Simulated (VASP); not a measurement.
Input of a VASP 6.6.1 run:

INCAR

```
  PREC = Accurate
  ENCUT = 700
  EDIFF = 1E-6
  ISMEAR = 0
  SIGMA = 0.1
  LREAL = Auto
  LASPH = True
  NELM = 200
  ALGO = Normal
  ISIF = 2
  LWAVE = False
  LCHARG = False
  ISPIN = 2
  MAGMOM = 0 0 1 0 0 0 0 0 0 0 0 0 0 0 0
  LORBIT = 11
  LMAXMIX = 4
  GGA = PE
  NBANDS = 64
  GGA_COMPAT = False
```

KPOINTS

```
regular mesh
0
Gamma
  4 4 4
```

Contents of POSCAR:

```
CsScAgC6N6
1.0
    0.0000000000      5.3120000000      5.3120000000
    5.3120000000      0.0000000000      5.3120000000
    5.3120000000      5.3120000000      0.0000000000
Cs Sc Ag C N
1 1 1 6 6
Direct
    0.7500000000      0.7500000000      0.7500000000
    0.5000000000      0.5000000000      0.5000000000
    0.0000000000      0.0000000000      0.0000000000
    0.8096762000      0.1903238000      0.1903238000
    0.1903238000      0.1903238000      0.8096762000
    0.8096762000      0.1903238000      0.8096762000
    0.1903238000      0.8096762000      0.8096762000
    0.8096762000      0.8096762000      0.1903238000
    0.1903238000      0.8096762000      0.1903238000
    0.6995481900      0.3004518100      0.3004518100
    0.3004518100      0.3004518100      0.6995481900
    0.6995481900      0.3004518100      0.6995481900
    0.3004518100      0.6995481900      0.6995481900
    0.6995481900      0.6995481900      0.3004518100
    0.3004518100      0.6995481900      0.3004518100
```

Potentials or basis: VASP PAW PBE potentials, release 64 (Cs_sv, Sc_sv, Ag_sv_GW, C, N).

The run is started by

```sh
$ cat potpaw_PBE.64/Cs_sv/POTCAR potpaw_PBE.64/Sc_sv/POTCAR potpaw_PBE.64/Ag_sv_GW/POTCAR potpaw_PBE.64/C/POTCAR potpaw_PBE.64/N/POTCAR > POTCAR
$ mpirun -np 1 vasp_std > vasp.out
```

Task: What does it give for the pressure?

Result: 11.9 GPa.

Task: What does it give for the net moment?

Result: 1.40 μB per cell.

Task: What does it give for the site moments?

Result: Cs +0.00; Sc +0.10; Ag +0.50; C +0.09; N -0.00 μB.

Task: Estimate the largest force.

Result: 2.874 eV/Å.

Forces on the atoms (eV/Å):
```
Cs   0.000  0.000  0.000
Sc   0.000  0.000  0.000
Ag   0.000  0.000  0.000
C    2.874  0.000  0.000
C    0.000  0.000  2.874
C    0.000 -2.874  0.000
C   -2.874  0.000  0.000
C    0.000  0.000 -2.874
C    0.000  2.874  0.000
N   -0.129  0.000  0.000
N    0.000  0.000 -0.129
N    0.000  0.129  0.000
N    0.129  0.000  0.000
N    0.000  0.000  0.129
N    0.000 -0.129  0.000
```

Caveat: the cell stands under pressure; a moment this small can come from the mesh or the smearing; forces of over 1 eV/Å act on the atoms, so gaps and moduli don't describe the material at rest.
